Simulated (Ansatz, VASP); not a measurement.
CuSn2 in VASP and in Ansatz

```
Cu Sn
1.0
     3.28757    0.00000    0.00000
    -1.64379    2.84712    0.00000
     0.00000    0.00000   14.37895
Cu Sn
2 4
Direct
  0.66667 0.33333 0.35544
  0.66667 0.33333 0.64456
  0.33333 0.66667 0.78920
  0.33333 0.66667 0.21080
  0.33333 0.66667 0.50000
  0.66667 0.33333 0.00000
```

Alike in both runs: task relaxation of cell and atoms; functional PBE; k mesh 6 × 6 × 2; occupations gaussian, width 0.1 eV; no spin polarisation.

|  | VASP | Ansatz |
| --- | --- | --- |
| version | VASP 6.6.1 | Ansatz 0.2.0 |
| potentials or method | VASP PAW PBE potentials, release 64 (Cu, Sn_d), cutoff 600 eV | scalar-relativistic, plane waves, PAW |
| valence electrons in the cell | 78 | 94 |

|  | VASP | Ansatz | Ansatz less VASP |
| --- | --- | --- | --- |
| gap on the k mesh at the Fermi level, each at its own relaxed structure (eV) | none | none | - |
| relaxed volume (Å³/atom) | 22.53 | 22.43 | -0.097 |
| relaxed cell length with the largest relative difference (Å) | 3.296 | 3.288 | -0.0087 |

A gap of «none» marks a metal or a gap that the smearing closes. VASP's potentials hold 78 valence electrons a cell and Ansatz's 94, so a difference there can come from the potentials and not from the codes.

The k mesh is coarse, so the values compare programs but aren't converged.
